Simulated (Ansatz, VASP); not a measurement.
## InP in VASP and in Ansatz

The input INCAR:

```
PREC     = Accurate       # precision mode
ENCUT    = 500            # plane-wave cutoff, eV
EDIFF    = 1E-6           # SCF threshold, eV
ISMEAR   = 0              # smearing method
SIGMA    = 0.1            # smearing width, eV
LREAL    = F              # projectors in reciprocal space
LASPH    = T              # aspherical terms in the spheres
NELM     = 200            # most SCF steps
ALGO     = Normal         # electronic algorithm
ISIF     = 2              # what is computed and relaxed
LWAVE    = F              # write WAVECAR
LCHARG   = T              # write CHGCAR
ISPIN    = 2              # spin polarisation
MAGMOM   = 0 0            # initial moments
LORBIT   = 11             # projections on sites
GGA      = PE             # functional
LELF     = T              # ELF
LVHAR    = T            
NBANDS   = 20             # bands
GGA_COMPAT= F
```

KPOINTS

```
Automatic mesh
0
Gamma
  4 4 4
```

The input POSCAR:

```
InP
1.0
    0.0000000000      2.9519763857      2.9519763857
    2.9519763857      0.0000000000      2.9519763857
    2.9519763857      2.9519763857      0.0000000000
In P
1 1
Direct
    0.0000000000      0.0000000000      0.0000000000
    0.2500000000      0.2500000000      0.2500000000
```

Input for Ansatz:

```yaml
crystal:
  lattice:
    - [0.0, 2.9519763857, 2.9519763857]
    - [2.9519763857, 0.0, 2.9519763857]
    - [2.9519763857, 2.9519763857, 0.0]
  atoms:
    - { symbol: In, position: [0.0, 0.0, 0.0] }
    - { symbol: P, position: [0.25, 0.25, 0.25] }
basis:
  ecutwfc: 420
kpoints:
  mp_grid: { grid: [4, 4, 4] }
hamiltonian:
  xc: pbe
scf:
  occupations: { method: gaussian, width: 0.1 }
  n_extra_bands: 8
output:
  forces: true
  stress: true
  eigenvalues: true
magnetization:
  spin_polarized: true
```

Alike in both runs: task single point; functional PBE; k mesh 4 × 4 × 4; occupations gaussian, width 0.1 eV; collinear spin.

```csv
,VASP,Ansatz
version,VASP 6.6.1,Ansatz 0.2.0
potentials or method,"VASP PAW PBE potentials, release 64 (In_d, P), cutoff 500 eV","scalar-relativistic, plane waves, PAW"
valence electrons in the cell,18,18
```

|  | VASP | Ansatz | Ansatz less VASP |
| --- | --- | --- | --- |
| gap on the k mesh at the Fermi level (eV) | 0.58 | 0.58 | +0.004 |
| least direct gap on the mesh (eV) | 0.58 | 0.58 | +0.004 |
| pressure (GPa) | 1.9 | 1.9 | +0.04 |
| net moment per atom (μB) | 0.00 | 0.00 | 0.000 |

Ansatz's warnings: no starting moments.

The k mesh is coarse, so the values compare programs but aren't converged.
